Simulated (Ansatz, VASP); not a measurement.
Two plane-wave programs on CdS

Contents of INCAR:

```
PREC = Accurate ; ENCUT = 520
EDIFF = 1E-6 ; ISMEAR = 1
SIGMA = 0.05 ; LREAL = F
LASPH = T ; NELM = 60
ALGO = Normal ; ISIF = 2
LWAVE = F ; LCHARG = F
GGA = PE ; NBANDS = 26
```

The input KPOINTS:

```
regular mesh
0
Gamma
  6 6 4
```

POSCAR

```
CdS
1.0
    4.2839624791      0.0000000000      0.0000000000
   -2.1419812396      3.7100198964      0.0000000000
    0.0000000000      0.0000000000      6.9544711378
Cd S
2 2
Direct
    0.3333333333      0.6666666667      0.0000000000
    0.6666666667      0.3333333333      0.5000000000
    0.3333333333      0.6666666667      0.3750000000
    0.6666666667      0.3333333333      0.8750000000
```

Input for Ansatz:

```yaml
crystal:
  lattice:
    - [4.283962479143924, 0.0, 0.0]
    - [-2.141981239571962, 3.710019896350761, 0.0]
    - [0.0, 0.0, 6.954471137829546]
  atoms:
    - { symbol: Cd, position: [0.3333333333333333, 0.6666666666666666, 0.0] }
    - { symbol: Cd, position: [0.6666666666666666, 0.3333333333333333, 0.5] }
    - { symbol: S, position: [0.3333333333333333, 0.6666666666666666, 0.375] }
    - { symbol: S, position: [0.6666666666666666, 0.3333333333333333, 0.875] }
basis:
  ecutwfc: 420.0
kpoints:
  mp_grid:
    grid: [6, 6, 4]
hamiltonian:
  xc: pbe
  pseudopotentials:
    kind: paw
scf:
  occupations:
    method: cold
    width: 0.05
output:
  stress: true
```

Alike in both runs: task single point; functional PBE; k mesh 6 × 6 × 4; no spin polarisation.

```csv
,VASP,Ansatz
version,VASP 6.6.1,Ansatz 0.2.0
potentials or method,"VASP PAW PBE potentials, release 64 (Cd, S), cutoff 520 eV","plane waves, PAW"
occupations,"methfessel-paxton of order 1, width 0.05 eV","cold, width 0.05 eV"
valence electrons in the cell,36,52
```

```tsv
	VASP	Ansatz	Ansatz less VASP
pressure (GPa)	-2.5	-2.8	-0.23
traceless stress, the component that is largest in VASP (GPa)	0.25	0.24	-0.012
```

VASP's potentials hold 36 valence electrons a cell and Ansatz's 52, so a difference there can come from the potentials and not from the codes.
